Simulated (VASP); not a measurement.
# Cr in VASP: further runs, part 2 of 2

VASP 6.6.1.

### 3 Single point, PBE, collinear spin, ferromagnetic start

The input, INCAR:

```
SYSTEM = Cr
ALGO     = Normal         ! electronic algorithm
EDIFF    = 1E-6           ! SCF threshold, eV
ENCUT    = 520            ! plane-wave cutoff, eV
GGA      = PE             ! functional
ISIF     = 2              ! what is computed and relaxed
ISMEAR   = -1             ! smearing method
ISPIN    = 2              ! spin polarisation
LASPH    = .True.         ! aspherical terms in the spheres
LCHARG   = .False.        ! write CHGCAR
LMAXMIX  = 4              ! l up to which the mixer works
LORBIT   = 11             ! projections on sites
LREAL    = .False.        ! projectors in reciprocal space
LWAVE    = .False.        ! write WAVECAR
MAGMOM   = 3              ! initial moments
NBANDS   = 16             ! bands
NELM     = 150            ! most SCF steps
PREC     = Accurate       ! precision mode
SIGMA    = 0.05           ! smearing width, eV
```

The input, KPOINTS:

```
k-points
0
Gamma
  10 10 10
  0 0 0
```

The input, POSCAR:

```
Cr
1.0
   -1.4844496776      1.4844496776      1.4844496776
    1.4844496776     -1.4844496776      1.4844496776
    1.4844496776      1.4844496776     -1.4844496776
Cr
1
Direct
    0.0000000000      0.0000000000      0.0000000000
```

Potentials or basis: VASP PAW PBE potentials, release 64 (Cr_pv).

On the command line:

```console
$ cat potpaw_PBE.64/Cr_pv/POTCAR > POTCAR
$ mpirun -np 1 vasp_std > vasp.out
```

OUTCAR:

```text
SYSTEM = Cr
   EDIFF = 1E-6
   ENCUT = 520
   GGA = PE
   ISIF = 2
   ISMEAR = -1
   ISPIN = 2
   LASPH = .True.
   LORBIT = 11
   LREAL = .False.
   NELM = 150
   PREC = Accurate

 ion  position               nearest neighbor table
   1  0.000  0.000  0.000-

  LATTYP: Found a body centered cubic cell.
 ALAT       =     2.9688993552

  Lattice vectors:

 A1 = (  -1.4844496776,   1.4844496776,   1.4844496776)
 A2 = (   1.4844496776,  -1.4844496776,   1.4844496776)
 A3 = (   1.4844496776,   1.4844496776,  -1.4844496776)

Analysis of symmetry for initial positions (statically):
=====================================================================
 Subroutine PRICEL returns:
 Original cell was already a primitive cell.

 Routine SETGRP: Setting up the symmetry group for a
 body centered cubic supercell.

 Subroutine GETGRP returns: Found 48 space group operations
 (whereof 48 operations were pure point group operations)
 out of a pool of 48 trial point group operations.

The static configuration has the point symmetry O_h .

Analysis of symmetry for dynamics (positions and initial velocities):
=====================================================================
 Subroutine PRICEL returns:
 Original cell was already a primitive cell.

 Routine SETGRP: Setting up the symmetry group for a
 body centered cubic supercell.

 Subroutine GETGRP returns: Found 48 space group operations
 (whereof 48 operations were pure point group operations)
 out of a pool of 48 trial point group operations.

The dynamic configuration has the point symmetry O_h .

Analysis of structural, dynamic, and magnetic symmetry:
=====================================================================
 Subroutine PRICEL returns:
 Original cell was already a primitive cell.

 Routine SETGRP: Setting up the symmetry group for a
 body centered cubic supercell.

 Subroutine GETGRP returns: Found 48 space group operations
 (whereof 48 operations were pure point group operations)
[... 128 lines left out ...]
   IVDW    =     0    specifies the selected vdW correction
   LEPSILON=     F    determine dielectric tensor
   LRPA    =     F    only Hartree local field effects (RPA)
 spin polarized calculation
  energy-cutoff  :      520.00
  volume of cell :       13.08
 maximum number of plane-waves:       370
   NGX =  9   NGY =  9   NGZ =  9

 number of electron      12.0000008 magnetization      -0.0000856

 number of electron      12.0000008 magnetization       0.0000157

 Free energy of the ion-electron system (eV)
  ---------------------------------------------------
  ext. energy  EPLUGINS =         0.00000000
  ---------------------------------------------------
  free energy    TOTEN  =        -9.37942340 eV

  energy without entropy =       -9.37119443  energy(sigma->0) =       -9.37530892

 E-fermi :   9.2970     XC(G=0): -12.9697

 val. band max:        9.2767738343   @ k =  -0.2000   0.3000   0.1000
 cond. band min:       9.3382937374   @ k =  -0.3000   0.3000   0.3000
 fundamental gap:      0.0615199032
 Fermi energy:         9.2970492857

 spin component 1

 k-point     1 :       0.0000    0.0000    0.0000
  band No.  band energies     occupation
      1     -33.6225      1.00000
      2     -33.6225      1.00000
      3     -33.6225      1.00000
      4       1.9031      1.00000
      5       8.4946      1.00000
      6       8.4946      1.00000
[... 435 lines left out ...]
      5       7.8752      1.00000
      6       8.0941      1.00000
[... 8 lines left out ...]
     15      34.5023      0.00000
     16      36.7870      0.00000

 [... further k-points ...]

 spin component 2

 k-point     1 :       0.0000    0.0000    0.0000
  band No.  band energies     occupation
      1     -33.6225      1.00000
      2     -33.6225      1.00000
      3     -33.6225      1.00000
      4       1.9031      1.00000
      5       8.4946      1.00000
      6       8.4946      1.00000
[... 435 lines left out ...]
      5       7.8752      1.00000
      6       8.0941      1.00000
[... 8 lines left out ...]
     15      34.5023      0.00000
     16      36.7871      0.00000

 [... further k-points ...]
[... 5 lines left out ...]
  --------------------------------------------------------------------------------------
  -------------------------------------------------------------------------------------
  Total       -2.0114052     -2.0114052     -2.0114052      0.0000000     -0.0000000     -0.0000000
  in kB     -246.2939393   -246.2939393   -246.2939393      0.0000000     -0.0000000     -0.0000000
  external PRESSURE =    -246.2939393 kB  Pullay stress =       0.0000000 kB

 VOLUME and BASIS-vectors are now :
 -----------------------------------------------------------------------------
  energy-cutoff  :      520.00
  volume of cell :       13.08
      direct lattice vectors                 reciprocal lattice vectors
    -1.484449678  1.484449678  1.484449678     0.000000000  0.336825160  0.336825160
     1.484449678 -1.484449678  1.484449678     0.336825160  0.000000000  0.336825160
     1.484449678  1.484449678 -1.484449678     0.336825160  0.336825160  0.000000000

 POSITION                                       TOTAL-FORCE (eV/Angst)
 -----------------------------------------------------------------------------------
      0.00000      0.00000      0.00000        -0.000000      0.000000     -0.000000
 -----------------------------------------------------------------------------------
    total drift:                               -0.000000     -0.000000      0.000000

  FREE ENERGIE OF THE ION-ELECTRON SYSTEM (eV)
  ---------------------------------------------------
  free  energy   TOTEN  =        -9.3794234031 eV

  energy  without entropy=       -9.3711944288  energy(sigma->0) =       -9.37530892

 total charge

# of ion       s       p       d       tot
------------------------------------------
    1        0.397   6.337   4.075  10.809

 magnetization (x)

# of ion       s       p       d       tot
------------------------------------------
    1        0.000   0.000   0.000   0.000
```

OSZICAR:

```text
N       E                     dE             d eps       ncg     rms          rms(c)
DAV:   1     0.828600140490E+02    0.82860E+02   -0.63000E+03  3064   0.843E+02
DAV:   2    -0.828909462809E+01   -0.91149E+02   -0.86982E+02  3288   0.244E+02
DAV:   3    -0.981040020728E+01   -0.15213E+01   -0.15185E+01  3440   0.349E+01
DAV:   4    -0.981649669696E+01   -0.60965E-02   -0.60964E-02  3456   0.221E+00
DAV:   5    -0.981655051709E+01   -0.53820E-04   -0.53821E-04  3456   0.187E-01    0.168E+01
DAV:   6    -0.932570820597E+01    0.49084E+00   -0.25524E+00  3072   0.270E+01    0.373E+00
DAV:   7    -0.938044816937E+01   -0.54740E-01   -0.18797E-01  3112   0.347E+00    0.215E+00
DAV:   8    -0.938254146505E+01   -0.20933E-02   -0.49999E-03  3384   0.938E-01    0.977E-01
DAV:   9    -0.937912112660E+01    0.34203E-02   -0.14424E-03  3408   0.498E-01    0.276E-01
DAV:  10    -0.937938440729E+01   -0.26328E-03   -0.37498E-04  3104   0.227E-01    0.729E-02
DAV:  11    -0.937942417541E+01   -0.39768E-04   -0.12667E-05  3432   0.465E-02    0.240E-02
DAV:  12    -0.937942620568E+01   -0.20303E-05   -0.60267E-06  3160   0.220E-02    0.829E-03
DAV:  13    -0.937942434873E+01    0.18570E-05   -0.65323E-07  2184   0.837E-03    0.407E-03
DAV:  14    -0.937942331481E+01    0.10339E-05   -0.23150E-07  1568   0.552E-03    0.126E-03
DAV:  15    -0.937942340308E+01   -0.88272E-07   -0.22549E-08  1512   0.201E-03
   1 F= -.93794234E+01 E0= -.93753089E+01  d E =-.822897E-02  mag=    -0.0000
```

stdout:

```text
POSCAR found type information on POSCAR Cr
 POSCAR found :  1 types and       1 ions
 scaLAPACK will be used
 LDA part: xc-table for (Slater+PW92), standard interpolation
 POSCAR, INCAR and KPOINTS ok, starting setup
 FFT: planning ... GRIDC
 FFT: planning ... GRID_SOFT
 FFT: planning ... GRID
 WAVECAR not read
 entering main loop
```

It took 42 s on 1 thread of AMD EPYC 7R43 (Zen 3), shared host; peak memory 0.1 GiB.

What came out:

```yaml
Free_energy: -9.3794 eV
Pressure: -24.6 GPa
Band_gap_on_the_k_mesh: zero (filled and empty bands overlap)
Net_moment: 0.00 μB per cell
Valence_electrons_inside_the_program's_atomic_spheres: Cr 10.81
```

Levels at points of the mesh, in eV from the Fermi level:
Spin up:
```csv
k point,band 2,band 3,band 4,band 5,band 6,band 7,band 8,band 9,band 10,band 11
"(0.00, 0.00, 0.00)",-42.92,-42.92,-7.39,-0.80,-0.80,-0.80,0.94,0.94,6.99,21.32
"(0.50, 0.00, 0.00)",-43.12,-42.92,-3.87,-2.09,0.86,0.92,1.21,2.33,6.98,8.50
"(0.50, 0.50, 0.50)",-43.35,-43.35,-3.62,-3.62,2.00,2.00,2.00,6.99,9.54,9.54
```
Spin down:
| k point | band 4 | band 5 | band 6 | band 7 | band 8 | band 9 |
| --- | --- | --- | --- | --- | --- | --- |
| (0.00, 0.00, 0.00) | -7.39 | -0.80 | -0.80 | -0.80 | 0.94 | 0.94 |
| (0.50, 0.00, 0.00) | -3.87 | -2.09 | 0.86 | 0.92 | 1.21 | 2.33 |
| (0.50, 0.50, 0.50) | -3.62 | -3.62 | 2.00 | 2.00 | 2.00 | 6.99 |

Caveat: the starting moments collapsed, and a magnetic state may lie lower.

### 4 Single point, PBE, collinear spin, ferromagnetic start

The input, INCAR:

```
SYSTEM = Cr
PREC = Accurate
ENCUT = 520
EDIFF = 1E-6
ISMEAR = -1
SIGMA = 0.05
LREAL = .FALSE.
LASPH = .TRUE.
NELM = 150
ALGO = Normal
ISIF = 2
LWAVE = .FALSE.
LCHARG = .FALSE.
ISPIN = 2
MAGMOM = 3
LORBIT = 11
LMAXMIX = 4
GGA = PE
NBANDS = 16
```

The input, KPOINTS:

```
regular mesh
0
G
  10 10 10
  0 0 0
```

The input, POSCAR:

```
Cr
1.0
   -1.4696051808      1.4696051808      1.4844496776
    1.4696051808     -1.4696051808      1.4844496776
    1.4992941744      1.4992941744     -1.4844496776
Cr
1
Direct
    0.0000000000      0.0000000000      0.0000000000
```

Potentials or basis: VASP PAW PBE potentials, release 64 (Cr_pv).

On the command line:

```console
$ cat potpaw_PBE.64/Cr_pv/POTCAR > POTCAR
$ mpirun -np 1 vasp_std > vasp.out
```

OUTCAR:

```text
SYSTEM = Cr
   PREC = Accurate
   ENCUT = 520
   EDIFF = 1E-6
   ISMEAR = -1
   LREAL = .FALSE.
   LASPH = .TRUE.
   NELM = 150
   ISIF = 2
   ISPIN = 2
   LORBIT = 11
   GGA = PE

 ion  position               nearest neighbor table
   1  0.000  0.000  0.000-

  LATTYP: Found a face centered orthorhombic cell.
 ALAT       =     2.9688993552
 B/A-ratio  =     1.4000714267
 C/A-ratio  =     1.4283556980

  Lattice vectors:

 A1 = (   2.9688993552,   0.0296889936,   0.0000000000)
 A2 = (   1.4992941744,   1.4992941744,   1.4844496776)
 A3 = (   1.4696051808,  -1.4696051808,   1.4844496776)

Analysis of symmetry for initial positions (statically):
=====================================================================
 Subroutine PRICEL returns:
 Original cell was already a primitive cell.

 Routine SETGRP: Setting up the symmetry group for a
 face centered orthorhombic supercell.

 Subroutine GETGRP returns: Found  8 space group operations
 (whereof  8 operations were pure point group operations)
 out of a pool of  8 trial point group operations.

The static configuration has the point symmetry D_2h.

Analysis of symmetry for dynamics (positions and initial velocities):
=====================================================================
 Subroutine PRICEL returns:
 Original cell was already a primitive cell.

 Routine SETGRP: Setting up the symmetry group for a
 face centered orthorhombic supercell.

 Subroutine GETGRP returns: Found  8 space group operations
 (whereof  8 operations were pure point group operations)
 out of a pool of  8 trial point group operations.

The dynamic configuration has the point symmetry D_2h.

Analysis of structural, dynamic, and magnetic symmetry:
=====================================================================
 Subroutine PRICEL returns:
 Original cell was already a primitive cell.

 Routine SETGRP: Setting up the symmetry group for a
[... 129 lines left out ...]
   GGA     = PE    functional components
   LHFCALC =     F    Hartree Fock is set to
   AEXX    =    0.0000 exact exchange contribution
   IVDW    =     0    specifies the selected vdW correction
   LEPSILON=     F    determine dielectric tensor
   LRPA    =     F    only Hartree local field effects (RPA)
 spin polarized calculation
  energy-cutoff  :      520.00
  volume of cell :       13.08
 maximum number of plane-waves:       370
   NGX =  9   NGY =  9   NGZ =  9

 number of electron      12.0000006 magnetization       0.0000650

 number of electron      12.0000006 magnetization      -0.0000515

 Free energy of the ion-electron system (eV)
  ---------------------------------------------------
  ext. energy  EPLUGINS =         0.00000000
  ---------------------------------------------------
  free energy    TOTEN  =        -9.37880844 eV

  energy without entropy =       -9.37066218  energy(sigma->0) =       -9.37473531

 E-fermi :   9.3027     XC(G=0): -12.9697

 val. band max:        9.2994280164   @ k =   0.1000  -0.0000   0.1000
 cond. band min:       9.3091836096   @ k =  -0.4000   0.4000   0.0000
 fundamental gap:      0.0097555932
 Fermi energy:         9.3027374476

 spin component 1

 k-point     1 :       0.0000    0.0000    0.0000
  band No.  band energies     occupation
      1     -33.6348      1.00000
      2     -33.6173      1.00000
      3     -33.6015      1.00000
      4       1.9044      1.00000
      5       8.3996      1.00000
      6       8.4913      1.00000
[... 435 lines left out ...]
      5       7.2313      1.00000
      6       7.7437      1.00000
[... 8 lines left out ...]
     15      35.4242      0.00000
     16      43.5784      0.00000

 [... further k-points ...]

 spin component 2

 k-point     1 :       0.0000    0.0000    0.0000
  band No.  band energies     occupation
      1     -33.6350      1.00000
      2     -33.6175      1.00000
      3     -33.6016      1.00000
      4       1.9045      1.00000
      5       8.3995      1.00000
      6       8.4912      1.00000
[... 435 lines left out ...]
      5       7.2312      1.00000
      6       7.7437      1.00000
[... 8 lines left out ...]
     15      35.4242      0.00000
     16      43.5784      0.00000

 [... further k-points ...]
[... 5 lines left out ...]
  --------------------------------------------------------------------------------------
  -------------------------------------------------------------------------------------
  Total       -2.0139389     -2.0139389     -2.0027980     -0.0814725     -0.0000000     -0.0000000
  in kB     -246.6288497   -246.6288497   -245.2645274     -9.9771971     -0.0000000     -0.0000000
  external PRESSURE =    -246.1740756 kB  Pullay stress =       0.0000000 kB

 VOLUME and BASIS-vectors are now :
 -----------------------------------------------------------------------------
  energy-cutoff  :      520.00
  volume of cell :       13.08
      direct lattice vectors                 reciprocal lattice vectors
    -1.469605181  1.469605181  1.484449678    -0.003368588  0.336858846  0.336825160
     1.469605181 -1.469605181  1.484449678     0.336858846 -0.003368588  0.336825160
     1.499294174  1.499294174 -1.484449678     0.333490257  0.333490257  0.000000000

 POSITION                                       TOTAL-FORCE (eV/Angst)
 -----------------------------------------------------------------------------------
      0.00000      0.00000      0.00000         0.000000     -0.000000      0.000000
 -----------------------------------------------------------------------------------
    total drift:                                0.000000     -0.000000      0.000000

  FREE ENERGIE OF THE ION-ELECTRON SYSTEM (eV)
  ---------------------------------------------------
  free  energy   TOTEN  =        -9.3788084353 eV

  energy  without entropy=       -9.3706621810  energy(sigma->0) =       -9.37473531

 total charge

# of ion       s       p       d       tot
------------------------------------------
    1        0.397   6.337   4.076  10.810

 magnetization (x)

# of ion       s       p       d       tot
------------------------------------------
    1       -0.000   0.000  -0.000  -0.000
```

stdout:

```text
POSCAR found type information on POSCAR Cr
 POSCAR found :  1 types and       1 ions
 scaLAPACK will be used
 LDA part: xc-table for (Slater+PW92), standard interpolation
 POSCAR, INCAR and KPOINTS ok, starting setup
 FFT: planning ... GRIDC
 FFT: planning ... GRID_SOFT
 FFT: planning ... GRID
 WAVECAR not read
 entering main loop
```

It took 2.7 min on 1 thread of AMD EPYC 7R43 (Zen 3), shared host; peak memory 0.13 GiB.

What came out:

- Free energy: -9.3788 eV
- Pressure: -24.6 GPa
- Band gap on the k mesh: zero (filled and empty bands overlap)
- Net moment: 0.00 μB per cell
- Valence electrons inside the program's atomic spheres: Cr 10.81

Caveat: the starting moments collapsed, and a magnetic state may lie lower.

### 5 Single point, PBE, collinear spin, ferromagnetic start

The input, INCAR:

```
ALGO = Normal ; EDIFF = 1E-6
ENCUT = 520 ; GGA = PE
ISIF = 2 ; ISMEAR = -1
ISPIN = 2 ; LASPH = T
LCHARG = F ; LMAXMIX = 4
LORBIT = 11 ; LREAL = F
LWAVE = F ; MAGMOM = 3
NBANDS = 16 ; NELM = 150
PREC = Accurate ; SIGMA = 0.05
```

The input, KPOINTS:

```
k-points
0
Gamma
  11 11 11
```

The input, POSCAR:

```
Cr
1.0
   -1.5141386712      1.5141386712      1.4844496776
    1.5141386712     -1.5141386712      1.4844496776
    1.4547606840      1.4547606840     -1.4844496776
Cr
1
Direct
    0.0000000000      0.0000000000      0.0000000000
```

On the command line:

```console
$ cat potpaw_PBE.64/Cr_pv/POTCAR > POTCAR
$ mpirun -np 1 vasp_std > vasp.out
```

It took 3.4 min on 1 thread of AMD EPYC 7R43 (Zen 3), shared host; peak memory 0.14 GiB.

Results (log left out):

```yaml
Free_energy: -9.3735 eV
Pressure: -24.5 GPa
Band_gap_on_the_k_mesh: zero (filled and empty bands overlap)
Net_moment: 0.00 μB per cell
Valence_electrons_inside_the_program's_atomic_spheres: Cr 10.82
```

Stress tensor (GPa, compression positive):
```
-24.46   2.36   0.00
  2.36 -24.46   0.00
  0.00   0.00 -24.66
```

Levels at points of the mesh, in eV from the Fermi level:
Spin up:
| k point | band 2 | band 3 | band 4 | band 5 | band 6 | band 7 | band 8 | band 9 | band 10 | band 11 |
| --- | --- | --- | --- | --- | --- | --- | --- | --- | --- | --- |
| (0.00, 0.00, 0.00) | -42.85 | -42.82 | -7.36 | -0.95 | -0.77 | -0.55 | 1.00 | 1.03 | 7.07 | 20.83 |
Spin down:
```csv
k point,band 2,band 3,band 4,band 5,band 6,band 7,band 8,band 9,band 10,band 11
"(0.00, 0.00, 0.00)",-42.85,-42.82,-7.36,-0.95,-0.77,-0.55,1.00,1.03,7.07,20.83
```

Caveat: the starting moments collapsed, and a magnetic state may lie lower.

### 6 Single point, PBE, collinear spin, ferromagnetic start

The input, INCAR:

```
SYSTEM = Cr
ALGO = Normal ; EDIFF = 1E-6
ENCUT = 520 ; GGA = PE
ISIF = 2 ; ISMEAR = -1
ISPIN = 2 ; LASPH = .True.
LCHARG = .True. ; LELF = .True.
LMAXMIX = 4 ; LORBIT = 11
LREAL = .False. ; LVHAR = .True.
LWAVE = .False. ; MAGMOM = 3
NBANDS = 16 ; NELM = 150
PREC = Accurate ; SIGMA = 0.05
```

The input, KPOINTS:

```
k-points
0
Gamma
  11 11 11
  0 0 0
```

The input, POSCAR:

```
Cr
1.0
   -1.4992941744      1.4992941744      1.4844496776
    1.4992941744     -1.4992941744      1.4844496776
    1.4696051808      1.4696051808     -1.4844496776
Cr
1
Direct
    0.0000000000      0.0000000000      0.0000000000
```

Potentials or basis: VASP PAW PBE potentials, release 64 (Cr_pv).

On the command line:

```console
$ cat potpaw_PBE.64/Cr_pv/POTCAR > POTCAR
$ mpirun -np 1 vasp_std > vasp.out
```

It took 3.2 min on 1 thread of AMD EPYC 7R43 (Zen 3), shared host; peak memory 0.14 GiB.

The run converged. Its results:

- Free energy: -9.3757 eV
- Pressure: -24.8 GPa
- Band gap on the k mesh: zero (filled and empty bands overlap)
- Net moment: 0.00 μB per cell
- Valence electrons inside the program's atomic spheres: Cr 10.81

Stress tensor (GPa, compression positive):
```
-24.73   1.08   0.00
  1.08 -24.73   0.00
  0.00   0.00 -24.84
```

Levels at points of the mesh, in eV from the Fermi level:
Spin up:
```
           k point  band 2  band 3  band 4  band 5  band 6  band 7  band 8  band 9  band 10  band 11
(0.00, 0.00, 0.00)  -42.85  -42.84   -7.37   -0.85   -0.75   -0.65    1.00    1.01     7.07    21.09
```
Spin down:
| k point | band 4 | band 5 | band 6 | band 7 | band 8 | band 9 |
| --- | --- | --- | --- | --- | --- | --- |
| (0.00, 0.00, 0.00) | -7.37 | -0.85 | -0.76 | -0.65 | 1.00 | 1.01 |

Caveat: the starting moments collapsed, and a magnetic state may lie lower.
